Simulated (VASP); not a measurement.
# MnGa3 (Fm-3m) in VASP: notebook, part 2 of 2

VASP 6.6.1. The steps go on from the part before.

**3. Single point, PBE**

This run uses another cell than the first one, of 17.11 Å³/atom.

File INCAR:

```
SYSTEM = MnGa3
PREC = Accurate
ENCUT = 520
EDIFF = 1E-7
ISMEAR = 0
SIGMA = 0.1
LREAL = .False.
LASPH = .True.
NELM = 60
ALGO = Fast
ISIF = 2
LWAVE = .False.
LCHARG = .True.
GGA = PE
LELF = .True.
LVHAR = .True.
NBANDS = 34
```

File KPOINTS:

```
regular mesh
0
Gamma
  12 12 12
  0 0 0
```

File POSCAR:

```
MnGa3
1.0
    0.0000000000      3.2467030344      3.2467030344
    3.2467030344      0.0000000000      3.2467030344
    3.2467030344      3.2467030344      0.0000000000
Ga Mn
3 1
Direct
    0.2500000000      0.2500000000      0.2500000000
    0.7500000000      0.7500000000      0.7500000000
    0.5000000000      0.5000000000      0.5000000000
    0.0000000000      0.0000000000      0.0000000000
```

Potentials or basis: VASP PAW PBE potentials, release 64 (Ga_d, Mn_pv).

Command:

```
$ cat potpaw_PBE.64/Ga_d/POTCAR potpaw_PBE.64/Mn_pv/POTCAR > POTCAR
$ mpirun -np 1 vasp_std > vasp.out
```

OUTCAR:

```text
SYSTEM = MnGa3
   PREC = Accurate
   ENCUT = 520
   EDIFF = 1E-7
   ISMEAR = 0
   LREAL = .False.
   LASPH = .True.
   NELM = 60
   ISIF = 2
   GGA = PE

 ion  position               nearest neighbor table
   1  0.250  0.250  0.250-   4 2.81   3 2.81   4 2.81   3 2.81   4 2.81   4 2.81   3 2.81   3 2.81

   2  0.750  0.750  0.750-   3 2.81   3 2.81   4 2.81   4 2.81   3 2.81   3 2.81   4 2.81   4 2.81

   3  0.500  0.500  0.500-   1 2.81   1 2.81   2 2.81   2 2.81   1 2.81   1 2.81   2 2.81   2 2.81

   4  0.000  0.000  0.000-   2 2.81   1 2.81   2 2.81   1 2.81   2 2.81   2 2.81   1 2.81   1 2.81

  LATTYP: Found a face centered cubic cell.
 ALAT       =     6.4934060688

  Lattice vectors:

 A1 = (   0.0000000000,   3.2467030344,   3.2467030344)
 A2 = (   3.2467030344,   0.0000000000,   3.2467030344)
 A3 = (   3.2467030344,   3.2467030344,   0.0000000000)

Analysis of symmetry for initial positions (statically):
=====================================================================
 Subroutine PRICEL returns:
 Original cell was already a primitive cell.

 Routine SETGRP: Setting up the symmetry group for a
 face centered cubic supercell.

[... 172 lines left out ...]
 E-fermi :   6.1837     XC(G=0): -11.4849

 val. band max:        6.1762474812   @ k =  -0.4167   0.2500   0.0833
 cond. band min:       6.1841735825   @ k =   0.3333   0.2500   0.0000
 fundamental gap:      0.0079261013
 Fermi energy:         6.1837236293

 k-point     1 :       0.0000    0.0000    0.0000
  band No.  band energies     occupation
      1     -41.2352      2.00000
      2     -41.2352      2.00000
      3     -41.2352      2.00000
      4      -8.8503      2.00000
      5      -8.8503      2.00000
      6      -8.8410      2.00000
[... 877 lines left out ...]
     33      11.6802      0.00000
     34      12.3579      0.00000

 [... further k-points ...]

------------------------ aborting loop because EDIFF is reached ----------------------------------------

  FORCE on cell =-STRESS in cart. coord.  units (eV):
  Direction    XX          YY          ZZ          XY          YZ          ZX
  --------------------------------------------------------------------------------------
  -------------------------------------------------------------------------------------
  Total       -3.7084410     -3.7084410     -3.7084410     -0.0000000      0.0000000      0.0000000
  in kB      -86.8049028    -86.8049028    -86.8049028     -0.0000000      0.0000000      0.0000000
  external PRESSURE =     -86.8049028 kB  Pullay stress =       0.0000000 kB

 VOLUME and BASIS-vectors are now :
 -----------------------------------------------------------------------------
  energy-cutoff  :      520.00
  volume of cell :       68.45
      direct lattice vectors                 reciprocal lattice vectors
     0.000000000  3.246703034  3.246703034    -0.154002382  0.154002382  0.154002382
     3.246703034  0.000000000  3.246703034     0.154002382 -0.154002382  0.154002382
     3.246703034  3.246703034  0.000000000     0.154002382  0.154002382 -0.154002382

 POSITION                                       TOTAL-FORCE (eV/Angst)
 -----------------------------------------------------------------------------------
      1.62335      1.62335      1.62335        -0.000000      0.000000     -0.000000
      4.87005      4.87005      4.87005         0.000000     -0.000000      0.000000
      3.24670      3.24670      3.24670         0.000000      0.000000     -0.000000
      0.00000      0.00000      0.00000         0.000000      0.000000     -0.000000
 -----------------------------------------------------------------------------------
    total drift:                                0.000000      0.000000      0.000000

  FREE ENERGIE OF THE ION-ELECTRON SYSTEM (eV)
  ---------------------------------------------------
  free  energy   TOTEN  =       -15.8151362800 eV

  energy  without entropy=      -15.7861993754  energy(sigma->0) =      -15.80066783
```

OSZICAR:

```text
N       E                     dE             d eps       ncg     rms          rms(c)
DAV:   1     0.419305232185E+03    0.41931E+03   -0.26344E+04  5464   0.281E+03
DAV:   2     0.306986596944E+02   -0.38861E+03   -0.37849E+03  5024   0.569E+02
DAV:   3    -0.159613411462E+02   -0.46660E+02   -0.45536E+02  5390   0.164E+02
DAV:   4    -0.176563376914E+02   -0.16950E+01   -0.16694E+01  6124   0.331E+01
DAV:   5    -0.176926844605E+02   -0.36347E-01   -0.36306E-01  6064   0.455E+00    0.153E+01
RMM:   6    -0.374659514531E+02   -0.19773E+02   -0.66637E+01  5644   0.387E+01    0.465E+01
RMM:   7    -0.159738781817E+02    0.21492E+02   -0.14396E+01  6303   0.192E+01    0.418E+00
RMM:   8    -0.158312770542E+02    0.14260E+00   -0.10782E+00  6329   0.506E+00    0.155E+00
RMM:   9    -0.158157140341E+02    0.15563E-01   -0.23242E-01  6508   0.222E+00    0.491E-01
RMM:  10    -0.158147325124E+02    0.98152E-03   -0.27798E-02  6802   0.967E-01    0.152E-01
RMM:  11    -0.158150816465E+02   -0.34913E-03   -0.72810E-03  7064   0.535E-01    0.551E-02
RMM:  12    -0.158151539549E+02   -0.72308E-04   -0.10921E-03  7450   0.228E-01    0.694E-02
RMM:  13    -0.158151352216E+02    0.18733E-04   -0.20505E-04  7756   0.879E-02    0.293E-02
RMM:  14    -0.158151348950E+02    0.32663E-06   -0.57254E-05  7928   0.408E-02    0.978E-03
RMM:  15    -0.158151367394E+02   -0.18444E-05   -0.14953E-05  6825   0.211E-02    0.110E-02
RMM:  16    -0.158151361934E+02    0.54600E-06   -0.58269E-06  6047   0.123E-02    0.216E-03
RMM:  17    -0.158151362483E+02   -0.54879E-07   -0.16926E-06  5561   0.658E-03    0.438E-04
RMM:  18    -0.158151362800E+02   -0.31763E-07   -0.50433E-07  4583   0.359E-03
   1 F= -.15815136E+02 E0= -.15800668E+02  d E =-.289369E-01
```

It took 2.5 min on 1 thread of Intel Xeon 6975P-C (Granite Rapids), shared host; peak memory 0.3 GiB.

Results:

| Quantity | Value |
| --- | --- |
| Free energy | -15.8151 eV |
| Pressure | -8.7 GPa |
| Band gap on the k mesh | zero (bands 26 and 27 overlap by 0.53 eV) |

Caveat: the cell stands under tension; the run has no spin polarisation, though such a crystal can be magnetic. Spin polarisation is off, so any magnetic state and its effect on volume and gap are missing.

**4. Single point, PBE, collinear spin, ferromagnetic start**

This run uses another cell than the first one, of 14.30 Å³/atom.

File INCAR:

```
SYSTEM = MnGa3
  ALGO = Normal
  EDIFF = 1E-6
  ENCUT = 520
  GGA = PE
  ISIF = 2
  ISMEAR = 0
  ISPIN = 2
  LASPH = .True.
  LCHARG = .True.
  LELF = .True.
  LMAXMIX = 4
  LORBIT = 11
  LREAL = .False.
  LVHAR = .True.
  LWAVE = .False.
  MAGMOM = 0 0 0 4
  NBANDS = 38
  NELM = 150
  PREC = Accurate
  SIGMA = 0.1
```

File KPOINTS:

```
k-points
0
Gamma
  6 6 6
  0 0 0
```

File POSCAR:

```
MnGa3
1.0
    0.0000000000      3.0581257835      3.0581257835
    3.0581257835      0.0000000000      3.0581257835
    3.0581257835      3.0581257835      0.0000000000
Ga Mn
3 1
Direct
    0.2500000000      0.2500000000      0.2500000000
    0.7500000000      0.7500000000      0.7500000000
    0.5000000000      0.5000000000      0.5000000000
    0.0000000000      0.0000000000      0.0000000000
```

Command:

```
$ cat potpaw_PBE.64/Ga_d/POTCAR potpaw_PBE.64/Mn_pv/POTCAR > POTCAR
$ mpirun -np 1 vasp_std > vasp.out
```

It took 49 s on 1 thread of Intel Xeon 6975P-C (Granite Rapids), shared host; peak memory 0.22 GiB.

It converged, with:

```yaml
Free_energy: -16.5273 eV
Pressure: 14.2 GPa
Net_moment: 3.05 μB per cell
Site_moments: Ga -0.02, +0.02 (each value once); Mn +2.92 μB
Valence_electrons_inside_the_program's_atomic_spheres: Ga 11.74, 11.71 (each value once); Mn 11.68
```

Levels at points of the mesh, in eV from the Fermi level:
Spin up:
| k point | band 25 | band 26 | band 27 | band 28 | band 29 | band 30 | band 31 | band 32 |
| --- | --- | --- | --- | --- | --- | --- | --- | --- |
| (0.00, 0.00, 0.00) | -1.23 | 0.37 | 0.37 | 0.37 | 0.99 | 2.23 | 2.23 | 2.23 |
| (0.50, 0.00, 0.00) | -2.25 | -1.84 | -0.18 | -0.18 | 0.80 | 0.80 | 2.13 | 7.04 |
| (0.50, 0.50, 0.00) | -2.29 | -2.16 | -2.16 | -0.87 | 0.06 | 7.33 | 7.33 | 8.03 |
Spin down:
| k point | band 21 | band 22 | band 23 | band 24 | band 25 | band 26 | band 27 | band 28 |
| --- | --- | --- | --- | --- | --- | --- | --- | --- |
| (0.00, 0.00, 0.00) | -2.39 | -2.39 | -1.28 | 0.28 | 0.28 | 0.41 | 0.41 | 0.41 |
| (0.50, 0.00, 0.00) | -2.87 | -2.87 | -1.86 | -0.71 | 0.01 | 0.01 | 0.16 | 0.16 |
| (0.50, 0.50, 0.00) | -5.38 | -4.26 | -4.26 | -1.42 | 0.03 | 0.03 | 0.63 | 1.66 |

Caveat: the cell stands under pressure.

**5. Single point, PBE, collinear spin, ferromagnetic start**

This run uses another cell than the first one, of 16.72 Å³/atom.

File INCAR:

```
ALGO = Fast
EDIFF = 1E-7
ENCUT = 520
GGA = PE
ISIF = 2
ISMEAR = 0
ISPIN = 2
LASPH = T
LCHARG = T
LELF = T
LMAXMIX = 4
LORBIT = 11
LREAL = F
LVHAR = T
LWAVE = F
MAGMOM = 0 0 0 3.19
NBANDS = 38
NELM = 150
PREC = Accurate
SIGMA = 0.1
```

File KPOINTS:

```
k-points
0
Gamma
  6 6 6
```

File POSCAR:

```
MnGa3
1.0
    0.0000000000      3.2220234429      3.2220234429
    3.2220234429      0.0000000000      3.2220234429
    3.2220234429      3.2220234429      0.0000000000
Ga Mn
3 1
Direct
    0.2500000000      0.2500000000      0.2500000000
    0.7500000000      0.7500000000      0.7500000000
    0.5000000000      0.5000000000      0.5000000000
    0.0000000000      0.0000000000      0.0000000000
```

Command:

```
$ cat potpaw_PBE.64/Ga_d/POTCAR potpaw_PBE.64/Mn_pv/POTCAR > POTCAR
$ mpirun -np 1 vasp_std > vasp.out
```

Run time: 83 s. Hardware: 1 thread of Intel Xeon 6975P-C (Granite Rapids), shared host; peak memory 0.26 GiB.

The run converged. Its results:

| Quantity | Value |
| --- | --- |
| Free energy | -16.9081 eV |
| Pressure | 0.3 GPa |
| Net moment | 3.19 μB per cell |
| Site moments | Ga -0.08, -0.06 (each value once); Mn +3.36 μB |
| Valence electrons inside the program's atomic spheres | Ga 11.60, 11.58 (each value once); Mn 11.49 |

Levels at points of the mesh, in eV from the Fermi level:
Spin up:
```csv
k point,band 25,band 26,band 27,band 28,band 29,band 30,band 31,band 32
"(0.00, 0.00, 0.00)",-1.89,-0.01,0.46,0.46,0.46,1.65,1.65,1.65
"(0.50, 0.00, 0.00)",-2.54,-2.27,-0.12,-0.12,0.37,0.37,1.13,5.79
"(0.50, 0.50, 0.00)",-2.55,-2.50,-2.50,-1.42,-0.81,6.40,6.40,6.89
```
Spin down:
```tsv
k point	band 20	band 21	band 22	band 23	band 24	band 25	band 26	band 27	band 28	band 29
(0.00, 0.00, 0.00)	-2.03	-1.97	-1.97	-1.97	0.06	0.36	0.36	0.38	0.38	0.38
(0.50, 0.00, 0.00)	-8.21	-2.42	-2.42	-2.39	-0.70	-0.02	-0.02	0.28	0.28	2.35
(0.50, 0.50, 0.00)	-7.66	-5.22	-3.73	-3.73	-1.58	0.18	0.18	0.66	1.36	1.80
```

**6. Overview**

| spin | cell | k mesh | gap on the mesh (eV) | pressure (GPa) | moment (μB) |
| --- | --- | --- | --- | --- | --- |
| off | a = 4.390 Å, angles 60.0°, 4 atoms | 12 × 12 × 12 | none | 0.2 | - |
| off | a = 4.592 Å, angles 60.0°, 4 atoms | 12 × 12 × 12 | none | -8.7 | - |
| collinear, ferromagnetic start | a = 4.325 Å, angles 60.0°, 4 atoms | 6 × 6 × 6 | none | 14.2 | 3.05 |
| collinear, ferromagnetic start | a = 4.557 Å, angles 60.0°, 4 atoms | 6 × 6 × 6 | none | 0.3 | 3.19 |

Alike in all rows: task single point; level PBE; potentials or basis VASP PAW PBE potentials, release 64 (Ga_d, Mn_pv); cutoff (eV) 520; smearing gaussian 0.1 eV.

Caveats: the cell stands under tension (at least some runs); the cell stands under pressure (at least some runs).

Total energies depend on the potentials used, so only differences within one code and one set of settings carry meaning.

The gap in the log of VASP goes by the Fermi energy; the results here count the filled bands.